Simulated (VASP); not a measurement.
Crystal: W.

```
W
1.0
    -1.61026    1.61026    1.61026
     1.61026   -1.61026    1.61026
     1.61026    1.61026   -1.61026
W
1
Cartesian
  0.0000 0.0000 0.0000
```

| Item | Value |
| --- | --- |
| Program | VASP 6.6.1 |
| Task | relaxation of cell and atoms |
| Functional | PBE |
| Potentials or basis | VASP PAW PBE potentials, release 64 (W_sv) |
| Cutoff | 600 eV |
| k mesh | 14 × 14 × 14 |
| Occupations | fermi-dirac, width 0.08 eV |
| Spin | no spin polarisation |

At the start: pressure -9.1 GPa; volume 16.70 Å³/atom.

Task: Where does the relaxation end?

Result: Over 7 steps the energy falls by 15.3 meV/atom and the volume is 16.18 Å³/atom (-3.1 %); space group Im-3m (No. 229, to 0.05 Å).

The path:
| step | energy change (eV) | largest force (eV/Å) | pressure (GPa) | volume (Å³) |
| --- | --- | --- | --- | --- |
| 1 | 0.0000 | 0.0000 | -9.07 | 16.70 |
| 2 | 0.1783 | 0.0000 | 40.97 | 14.52 |
| 3 | -0.0152 | 0.0000 | -0.44 | 16.20 |
| 4 | -0.0153 | 0.0000 | -0.05 | 16.18 |
| 5 | -0.0153 | 0.0000 | 0.14 | 16.17 |
| 6 | -0.0152 | 0.0000 | -0.37 | 16.20 |
| 7 | -0.0153 | 0.0000 | 0.01 | 16.18 |

Final structure:
```xyz
1
Lattice="-1.5932 1.5932 1.5932 1.5932 -1.5932 1.5932 1.5932 1.5932 -1.5932" Properties=species:S:1:pos:R:3 pbc="T T T"
W     0.0000    0.0000    0.0000
```
